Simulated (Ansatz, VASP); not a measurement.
**One calculation of Cu, two programs**

```
Cu
1.0
    -1.44279    1.44279    1.37608
     1.44279   -1.44279    1.37608
     1.44279    1.44279   -1.37608
Cu
1
Cartesian
  0.0000 0.0000 0.0000
```

Alike in both runs: task single point; functional r2SCAN; k mesh 8 × 8 × 8; occupations gaussian, width 0.1 eV; no spin polarisation.

```csv
,VASP,Ansatz
version,VASP 6.6.1,Ansatz 0.2.0
potentials or method,"VASP PAW PBE potentials, release 64 (Cu), cutoff 520 eV","scalar-relativistic, plane waves, PAW"
valence electrons in the cell,11,19
```

|  | VASP | Ansatz | Ansatz less VASP |
| --- | --- | --- | --- |
| gap on the k mesh at the Fermi level (eV) | none | none | - |
| pressure (GPa) | 1.2 | 0.5 | -0.68 |
| traceless stress, the component that is largest in VASP (GPa) | 0.29 | 0.42 | +0.133 |

VASP's potentials were made for PBE, not for r2SCAN. A gap of «none» marks a metal or a gap that the smearing closes. With one functional, cell and mesh, what is left measures potentials, basis and numerics. VASP's potentials hold 11 valence electrons a cell and Ansatz's 19, so a difference there can come from the potentials and not from the codes.

The k mesh is coarse, so the values compare programs but aren't converged.
